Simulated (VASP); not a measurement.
Here is a VASP 6.6.1 calculation.

INCAR

```
PREC = Accurate
ENCUT = 600
EDIFF = 1E-6
ISMEAR = 0
SIGMA = 0.1
LREAL = F
LASPH = T
NELM = 150
ALGO = Normal
ISIF = 3
LWAVE = F
LCHARG = F
ISPIN = 2
MAGMOM = 0 0 0 0 0.68
LORBIT = 11
LMAXMIX = 4
GGA = PE
IBRION = 2
NSW = 100
EDIFFG = -0.01
```

File KPOINTS:

```
Automatic mesh
0
Gamma
  8 8 8
```

File POSCAR:

```
Al4Co
1.0
   -2.7845770943      2.7845770943      2.7845770943
    2.7845770943     -2.7845770943      2.7845770943
    2.7845770943      2.7845770943     -2.7845770943
Al Co
4 1
Direct
    0.5000000000      0.5000000000      0.5000000000
    0.0000000000      0.0000000000      0.5000000000
    0.0000000000      0.5000000000      0.0000000000
    0.5000000000      0.0000000000      0.0000000000
    0.0000000000      0.0000000000      0.0000000000
```

Potentials or basis: VASP PAW PBE potentials, release 64 (Al, Co).

The run is started by

```bash
$ cat potpaw_PBE.64/Al/POTCAR potpaw_PBE.64/Co/POTCAR > POTCAR
$ mpirun -np 1 vasp_std > vasp.out
```

(1) Predict the relaxed cell.

(2) What does it give for the space group after relaxing (to 0.1 Å)?

(3) Estimate the site moments.

Results:

(1) a = 4.820 Å, b = 4.820 Å, c = 4.820 Å, α = 109.47°, β = 109.47°, γ = 109.47°.

(2) Im-3m (No. 229).

(3) Al +0.01; Co +0.26 μB.
